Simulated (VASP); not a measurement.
# ScSi2 in VASP: a series of runs

ScSi2 is run at these levels: PBE; tasks: single point, relaxation of cell and atoms.

Program: VASP 6.6.1. These are calculated values, not measurements. Logs are shortened: lines on timing, memory, paths and dates and some standing lists are left out, and cuts for length are marked.

### Step 1. The cell of the first run

It takes space group P6/mmm (No. 191, hexagonal). The conventional cell has a = 4.017 Å, b = 4.017 Å, c = 3.642 Å, α = 90.00°, β = 90.00°, γ = 120.00°. Sc (site symmetry 6/mmm) has 12 Si at 2.95 Å and 8 Sc at 3.64 to 4.02 Å within 4.1 Å. Si (site symmetry -6m2) has 3 Si at 2.32 Å and 6 Sc at 2.95 Å within 3.1 Å.

### Step 2. Single point, PBE

File INCAR:

```
SYSTEM = ScSi2
  ALGO = Normal
  EDIFF = 1E-6
  ENCUT = 500
  GGA = PE
  GGA_COMPAT = .False.
  ISIF = 2
  ISMEAR = 0
  LASPH = .True.
  LCHARG = .False.
  LREAL = .False.
  LWAVE = .False.
  NBANDS = 16
  NELM = 120
  PREC = Accurate
  SIGMA = 0.05
```

File KPOINTS:

```
k-points
0
Gamma
  7 7 5
  0 0 0
```

File POSCAR:

```
ScSi2
1.0
    4.0165960981      0.0000000000      0.0000000000
   -2.0082980490      3.4784742577      0.0000000000
    0.0000000000      0.0000000000      3.6419312477
Sc Si
1 2
Direct
    0.0000000000      0.0000000000      0.0000000000
    0.3333333333      0.6666666667      0.5000000000
    0.6666666667      0.3333333333      0.5000000000
```

Potentials or basis: VASP PAW PBE potentials, release 64 (Sc_sv, Si).

Command:

```bash
$ cat potpaw_PBE.64/Sc_sv/POTCAR potpaw_PBE.64/Si/POTCAR > POTCAR
$ mpirun -np 1 vasp_std > vasp.out
```

OUTCAR:

```text
SYSTEM = ScSi2
   EDIFF = 1E-6
   ENCUT = 500
   GGA = PE
   ISIF = 2
   ISMEAR = 0
   LASPH = .True.
   LREAL = .False.
   NELM = 120
   PREC = Accurate

 ion  position               nearest neighbor table
   1  0.000  0.000  0.000-   2 2.95   3 2.95   2 2.95   3 2.95   2 2.95   2 2.95   3 2.95   3 2.95
                             3 2.95   3 2.95   2 2.95   2 2.95
   2  0.333  0.667  0.500-   3 2.32   3 2.32   3 2.32   1 2.95   1 2.95   1 2.95   1 2.95   1 2.95
                             1 2.95
   3  0.667  0.333  0.500-   2 2.32   2 2.32   2 2.32   1 2.95   1 2.95   1 2.95   1 2.95   1 2.95
                             1 2.95

  LATTYP: Found a hexagonal cell.
 ALAT       =     4.0165960981
 C/A-ratio  =     0.9067208051

  Lattice vectors:

 A1 = (   4.0165960981,   0.0000000000,   0.0000000000)
 A2 = (  -2.0082980490,   3.4784742577,   0.0000000000)
 A3 = (   0.0000000000,   0.0000000000,   3.6419312477)

Analysis of symmetry for initial positions (statically):
=====================================================================
 Subroutine PRICEL returns:
 Original cell was already a primitive cell.

 Routine SETGRP: Setting up the symmetry group for a
 hexagonal supercell.

 Subroutine GETGRP returns: Found 24 space group operations
 (whereof 24 operations were pure point group operations)
 out of a pool of 24 trial point group operations.

The static configuration has the point symmetry D_6h.

Analysis of symmetry for dynamics (positions and initial velocities):
=====================================================================
 Subroutine PRICEL returns:
 Original cell was already a primitive cell.

 Routine SETGRP: Setting up the symmetry group for a
 hexagonal supercell.

 Subroutine GETGRP returns: Found 24 space group operations
 (whereof 24 operations were pure point group operations)
 out of a pool of 24 trial point group operations.

The dynamic configuration has the point symmetry D_6h.

 Subroutine INISYM returns: Found 24 space group operations
 (whereof 24 operations are pure point group operations),
 and found     1 'primitive' translations

----------------------------------------------------------------------------------------

                                     Primitive cell

  volume of cell :      50.8837

  direct lattice vectors                    reciprocal lattice vectors
     4.016596098  0.000000000  0.000000000     0.248967030  0.143741182  0.000000000
    -2.008298049  3.478474258  0.000000000     0.000000000  0.287482363  0.000000000
     0.000000000  0.000000000  3.641931248     0.000000000  0.000000000  0.274579593

  length of vectors
     4.016596098  4.016596098  3.641931248     0.287482363  0.287482363  0.274579593

  position of ions in fractional coordinates (direct lattice)
     0.000000000  0.000000000  0.000000000
     0.333333333  0.666666667  0.500000000
     0.666666667  0.333333333  0.500000000

  ion indices of the primitive-cell ions
   primitive index   ion index
                 1           1
                 2           2
                 3           3

----------------------------------------------------------------------------------------

 KPOINTS: k-points

Automatic generation of k-mesh.
 Grid dimensions read from file:
 generate k-points for:    7    7    5

 Generating k-lattice:

  Cartesian coordinates                     Fractional coordinates (reciprocal lattice)
     0.035566719  0.020534455  0.000000000     0.142857143  0.000000000  0.000000000
     0.000000000  0.041068909  0.000000000     0.000000000  0.142857143  0.000000000
     0.000000000  0.000000000  0.054915919     0.000000000  0.000000000  0.200000000

  Length of vectors
     0.041068909  0.041068909  0.054915919

  Shift w.r.t. Gamma in fractional coordinates (k-lattice)
     0.000000000  0.000000000  0.000000000

 Subroutine IBZKPT returns following result:
 ===========================================

 Found     24 irreducible k-points:

 Following reciprocal coordinates:
            Coordinates               Weight
  0.000000  0.000000  0.000000      1.000000
  0.142857 -0.000000  0.000000      6.000000
  0.285714  0.000000  0.000000      6.000000
  0.428571  0.000000  0.000000      6.000000
  0.142857  0.142857  0.000000      6.000000
  0.285714  0.142857  0.000000     12.000000
[... 16 lines left out ...]
  0.428571  0.142857  0.400000     12.000000
  0.285714  0.285714  0.400000     12.000000
   k-points           NKPTS =     24   k-points in BZ     NKDIM =     24   number of bands    NBANDS=     16
   number of dos      NEDOS =    301   number of ions     NIONS =      3
   total plane-waves  NPLWV =  25200
   dimension x,y,z NGX =    30 NGY =   30 NGZ =   28
   dimension x,y,z NGXF=    60 NGYF=   60 NGZF=   56
   ions per type =               1   2
   NGX,Y,Z   is equivalent  to a cutoff of  12.42, 12.42, 12.78 a.u.
   NGXF,Y,Z  is equivalent  to a cutoff of  24.83, 24.83, 25.56 a.u.
 SYSTEM =  ScSi2
   PREC   = accura    normal or accurate (medium, high low for compatibility)
   ISTART =      0    job   : 0-new  1-cont  2-samecut
   ICHARG =      2    charge: 1-file 2-atom 10-const
   ISPIN  =      1    spin polarized calculation?
   LNONCOLLINEAR =      F non collinear calculations
   LSORBIT =      F    spin-orbit coupling
   LASPH  =      T    aspherical Exc in radial PAW
   ENCUT  =  500.0 eV  36.75 Ry    6.06 a.u.   7.32  7.32  6.64*2*pi/ulx,y,z
   NELM   =    120;   NELMIN=  2; NELMDL= -5     # of ELM steps
   EDIFF  = 0.1E-05   stopping-criterion for ELM
   LREAL  =      F    real-space projection
   EDIFFG = 0.1E-04   stopping-criterion for IOM
   NSW    =      0    number of steps for IOM
   IBRION =     -1    ionic relax: 0-MD 1-quasi-New 2-CG
   NFREE  =      0    steps in history (QN), initial steepest desc. (CG)
   ISIF   =      2    stress and relaxation
   ISYM   =      2    0-nonsym 1-usesym 2-fastsym
   POTIM  = 0.5000    time-step for ionic-motion
   TEBEG  =    0.0;   TEEND  =   0.0 temperature during run
   PSTRESS=    0.0 pullay stress
   NELECT =      19.0000    total number of electrons
   NUPDOWN=      -1.0000    fix difference up-down
   EMIN   =  10.00;   EMAX   =-10.00  energy-range for DOS
   EFERMI =   0.00;   METHOD = LEGACY
   ISMEAR =     0;   SIGMA  =   0.05  broadening in eV -4-tet -1-fermi 0-gaus
   EFERMI_NEDOS =   21; number of points for ismear=-14 and -15
   IALGO  =     38    algorithm
   IMIX   =      4    mixing-type and parameters
     AMIX     =   0.40;   BMIX     =  1.00
     AMIX_MAG =   1.60;   BMIX_MAG =  1.00
  volume/ion in A,a.u.               =      16.96       114.46
  Fermi-wavevector in a.u.,A,eV,Ry     =   1.178871  2.227744 18.908533  1.389738
  Thomas-Fermi vector in A             =   2.315193
   LORBIT       =      0    0 simple, 1 ext, 2 COOP (PROOUT), +10 PAW based schemes
   GGA     = PE    functional components
   LHFCALC =     F    Hartree Fock is set to
   AEXX    =    0.0000 exact exchange contribution
   IVDW    =     0    specifies the selected vdW correction
   LEPSILON=     F    determine dielectric tensor
   LRPA    =     F    only Hartree local field effects (RPA)
 non-spin polarized calculation
 Gauss-broadening in eV      SIGMA  =   0.05
  energy-cutoff  :      500.00
  volume of cell :       50.88
 maximum number of plane-waves:      1315
 NGX is ok and might be reduce to    30
   NGX = 15   NGY = 15   NGZ = 13

 number of electron      18.9999996 magnetization

 Free energy of the ion-electron system (eV)
  ---------------------------------------------------
  ext. energy  EPLUGINS =         0.00000000
  ---------------------------------------------------
  free energy    TOTEN  =       -18.17786554 eV

  energy without entropy =      -18.17277355  energy(sigma->0) =      -18.17531954

 E-fermi :   7.8715     XC(G=0): -10.7531

 val. band max:        7.8678338684   @ k =   0.4286   0.1429   0.2000
 cond. band min:       7.8819797884   @ k =   0.2857   0.1429   0.2000
 fundamental gap:      0.0141459200
 Fermi energy:         7.8715289040

 k-point     1 :       0.0000    0.0000    0.0000
  band No.  band energies     occupation
      1     -41.9031      2.00000
      2     -20.5554      2.00000
      3     -20.5554      2.00000
      4     -20.5147      2.00000
      5      -4.7466      2.00000
      6       4.2383      2.00000
[... 8 lines left out ...]
     15      10.8106      0.00000
     16      10.8106      0.00000

 k-point     2 :       0.1429   -0.0000    0.0000
  band No.  band energies     occupation
      1     -41.9026      2.00000
      2     -20.5648      2.00000
      3     -20.5575      2.00000
      4     -20.5135      2.00000
      5      -4.5033      2.00000
      6       2.8611      2.00000
[... 8 lines left out ...]
     15      10.9107      0.00000
     16      11.2636      0.00000

 k-point     3 :       0.2857    0.0000    0.0000
  band No.  band energies     occupation
      1     -41.9013      2.00000
      2     -20.5858      2.00000
      3     -20.5624      2.00000
      4     -20.5109      2.00000
      5      -3.7978      2.00000
      6       0.8963      2.00000
[... 8 lines left out ...]
     15      11.3767      0.00000
     16      12.4500      0.00000

 k-point     4 :       0.4286    0.0000    0.0000
  band No.  band energies     occupation
      1     -41.9003      2.00000
      2     -20.6025      2.00000
      3     -20.5663      2.00000
      4     -20.5088      2.00000
      5      -2.7537      2.00000
      6      -0.8113      2.00000
[... 8 lines left out ...]
     15      11.6949      0.00000
     16      12.7724      0.00000

 k-point     5 :       0.1429    0.1429    0.0000
  band No.  band energies     occupation
      1     -41.9017      2.00000
      2     -20.5786      2.00000
      3     -20.5624      2.00000
      4     -20.5116      2.00000
      5      -4.0285      2.00000
      6       1.5429      2.00000
[... 8 lines left out ...]
     15      11.0823      0.00000
     16      12.0517      0.00000

 k-point     6 :       0.2857    0.1429    0.0000
  band No.  band energies     occupation
      1     -41.9006      2.00000
      2     -20.5948      2.00000
      3     -20.5695      2.00000
      4     -20.5092      2.00000
      5      -3.1343      2.00000
      6      -0.0431      2.00000
[... 8 lines left out ...]
     15      11.9429      0.00000
     16      12.3697      0.00000
[... 267 lines left out ...]
 k-point    21 :       0.1429    0.1429    0.4000
  band No.  band energies     occupation
      1     -41.8967      2.00000
      2     -20.5931      2.00000
      3     -20.5675      2.00000
      4     -20.5533      2.00000
      5      -3.1746      2.00000
      6       2.2359      2.00000
[... 8 lines left out ...]
     15      11.3822      0.00000
     16      11.9172      0.00000

 k-point    22 :       0.2857    0.1429    0.4000
  band No.  band energies     occupation
      1     -41.8956      2.00000
      2     -20.5883      2.00000
      3     -20.5819      2.00000
      4     -20.5598      2.00000
      5      -2.4705      2.00000
      6       0.6246      2.00000
[... 8 lines left out ...]
     15      11.4712      0.00000
     16      11.6511      0.00000

 k-point    23 :       0.4286    0.1429    0.4000
  band No.  band energies     occupation
      1     -41.8952      2.00000
      2     -20.5883      2.00000
      3     -20.5860      2.00000
      4     -20.5627      2.00000
      5      -1.8569      2.00000
      6      -0.3261      2.00000
[... 8 lines left out ...]
     15      10.9028      0.00000
     16      11.6636      0.00000

 k-point    24 :       0.2857    0.2857    0.4000
  band No.  band energies     occupation
      1     -41.8950      2.00000
      2     -20.5855      2.00000
      3     -20.5823      2.00000
      4     -20.5710      2.00000
      5      -1.6549      2.00000
      6      -0.4628      2.00000
[... 8 lines left out ...]
     15      10.7552      0.00000
     16      11.8318      0.00000

------------------------ aborting loop because EDIFF is reached ----------------------------------------

  FORCE on cell =-STRESS in cart. coord.  units (eV):
  Direction    XX          YY          ZZ          XY          YZ          ZX
  --------------------------------------------------------------------------------------
  -------------------------------------------------------------------------------------
  Total        0.0072921      0.0072921      0.0345933      0.0000000      0.0000000      0.0000000
  in kB        0.2296078      0.2296078      1.0892422      0.0000000      0.0000000      0.0000000
  external PRESSURE =       0.5161526 kB  Pullay stress =       0.0000000 kB

 VOLUME and BASIS-vectors are now :
 -----------------------------------------------------------------------------
  energy-cutoff  :      500.00
  volume of cell :       50.88
      direct lattice vectors                 reciprocal lattice vectors
     4.016596098  0.000000000  0.000000000     0.248967030  0.143741182  0.000000000
    -2.008298049  3.478474258  0.000000000     0.000000000  0.287482363  0.000000000
     0.000000000  0.000000000  3.641931248     0.000000000  0.000000000  0.274579593

 POSITION                                       TOTAL-FORCE (eV/Angst)
 -----------------------------------------------------------------------------------
      0.00000      0.00000      0.00000        -0.000000      0.000000     -0.000000
     -0.00000      2.31898      1.82097        -0.000000     -0.000000     -0.000000
      2.00830      1.15949      1.82097         0.000000     -0.000000      0.000000
 -----------------------------------------------------------------------------------
    total drift:                                0.000000     -0.000000      0.000000

  FREE ENERGIE OF THE ION-ELECTRON SYSTEM (eV)
  ---------------------------------------------------
  free  energy   TOTEN  =       -18.1778655390 eV

  energy  without entropy=      -18.1727735495  energy(sigma->0) =      -18.17531954
```

It took 12 s on 1 thread of Intel Xeon 6975P-C (Granite Rapids), shared host; peak memory 0.17 GiB.

What came out:

- Free energy: -18.1779 eV
- Pressure: 0.1 GPa
- Band gap on the k mesh: zero (an odd number of electrons rules out a gap without spin polarisation)

Stress tensor (GPa, compression positive):
```
0.02 0.00 0.00
0.00 0.02 0.00
0.00 0.00 0.11
```

Levels at points of the mesh, in eV from the Fermi level:
```
           k point  band 5  band 6  band 7  band 8  band 9  band 10  band 11  band 12  band 13  band 14
(0.00, 0.00, 0.00)  -12.62   -3.63   -3.63   -1.74   -1.18    -1.14     0.64     0.64     1.67     1.67
```

### Step 3. Single point, PBE

This run uses another cell than the first one, of 16.90 Å³/atom.

File INCAR:

```
ALGO = Normal
EDIFF = 1E-6
ENCUT = 500
GGA = PE
GGA_COMPAT = F
ISIF = 2
ISMEAR = 0
LASPH = T
LCHARG = T
LELF = T
LREAL = F
LVHAR = T
LWAVE = F
NBANDS = 16
NELM = 120
PREC = Accurate
SIGMA = 0.05
```

File KPOINTS:

```
k-points
0
Gamma
  6 6 6
```

File POSCAR:

```
ScSi2
1.0
    4.0343122995      0.0000000000      0.0000000000
   -2.0171561497      3.4938169381      0.0000000000
    0.0000000000      0.0000000000      3.5973934006
Sc Si
1 2
Direct
    0.0000000000      0.0000000000      0.0000000000
    0.3333333333      0.6666666667      0.5000000000
    0.6666666667      0.3333333333      0.5000000000
```

Potentials or basis: VASP PAW PBE potentials, release 64 (Sc_sv, Si).

Command:

```bash
$ cat potpaw_PBE.64/Sc_sv/POTCAR potpaw_PBE.64/Si/POTCAR > POTCAR
$ mpirun -np 1 vasp_std > vasp.out
```

Run time: 14 s. Hardware: 1 thread of Intel Xeon 6975P-C (Granite Rapids), shared host; peak memory 0.17 GiB.

The run converged. Its results:

```yaml
Free_energy: -18.1925 eV
Pressure: 0.0 GPa
Band_gap_on_the_k_mesh: zero (an odd number of electrons rules out a gap without spin polarisation)
```

Stress tensor (GPa, compression positive):
```
-0.03  0.00  0.00
 0.00 -0.03  0.00
 0.00  0.00  0.12
```

Levels at points of the mesh, in eV from the Fermi level:
```
           k point  band 7  band 8  band 9  band 10  band 11  band 12  band 13  band 14
(0.00, 0.00, 0.00)   -3.80   -1.66   -1.42    -1.26     0.49     0.49     1.60     1.60
(0.50, 0.00, 0.00)   -4.45   -2.91   -1.69     1.11     1.50     1.67     1.77     2.75
(0.00, 0.00, 0.50)   -2.56   -2.56   -1.51    -1.51     0.08     0.08     0.25     2.33
(0.50, 0.00, 0.50)   -4.65   -4.24   -3.69    -0.57     1.96     2.18     2.85     2.94
```

### Step 4. Single point, PBE

File INCAR:

```
SYSTEM = ScSi2
PREC     = Accurate       ! precision mode
ENCUT    = 500            ! plane-wave cutoff, eV
EDIFF    = 1E-6           ! SCF threshold, eV
ISMEAR   = 0              ! smearing method
SIGMA    = 0.05           ! smearing width, eV
LREAL    = .False.        ! projectors in reciprocal space
LASPH    = .True.         ! aspherical terms in the spheres
NELM     = 120            ! most SCF steps
ALGO     = Normal         ! electronic algorithm
ISIF     = 2              ! what is computed and relaxed
LWAVE    = .False.        ! write WAVECAR
LCHARG   = .False.        ! write CHGCAR
GGA      = PE             ! functional
NBANDS   = 16             ! bands
GGA_COMPAT= .False.
```

File KPOINTS:

```
regular mesh
0
Gamma
  7 7 4
  0 0 0
```

File POSCAR:

```
ScSi2
1.0
    4.0233356302      0.0000000000      0.0000000000
   -2.0116678151      3.4843108637      0.0000000000
    0.0000000000      0.0000000000      3.6338260791
Sc Si
1 2
Direct
    0.0000000000      0.0000000000      0.0000000000
    0.3333333333      0.6666666667      0.4995833784
    0.6666666667      0.3333333333      0.5004166216
```

Command:

```bash
$ cat potpaw_PBE.64/Sc_sv/POTCAR potpaw_PBE.64/Si/POTCAR > POTCAR
$ mpirun -np 1 vasp_std > vasp.out
```

Wall time 13 s (1 thread of Intel Xeon 6975P-C (Granite Rapids), shared host); peak memory 0.17 GiB.

Results (log left out):

- Free energy: -18.2007 eV
- Pressure: 0.1 GPa
- Band gap on the k mesh: zero (an odd number of electrons rules out a gap without spin polarisation)

Forces on the atoms (eV/Å):
```
Sc   0.000  0.000  0.000
Si   0.000  0.000  0.002
Si   0.000  0.000 -0.002
```

Stress tensor (GPa, compression positive):
```
0.01 0.00 0.00
0.00 0.01 0.00
0.00 0.00 0.14
```

Levels at points of the mesh, in eV from the Fermi level:
| k point | band 6 | band 7 | band 8 | band 9 | band 10 | band 11 | band 12 | band 13 |
| --- | --- | --- | --- | --- | --- | --- | --- | --- |
| (0.00, 0.00, 0.00) | -3.69 | -3.69 | -1.75 | -1.24 | -1.23 | 0.59 | 0.59 | 1.61 |
| (0.00, 0.00, 0.50) | -6.60 | -2.50 | -2.50 | -1.41 | -1.41 | 0.14 | 0.14 | 0.35 |

Caveat: the k points lie up to 0.43 Å⁻¹ apart, too coarse for converged energies and pressures of a metal.

(Part 1 of 2 ends here.)
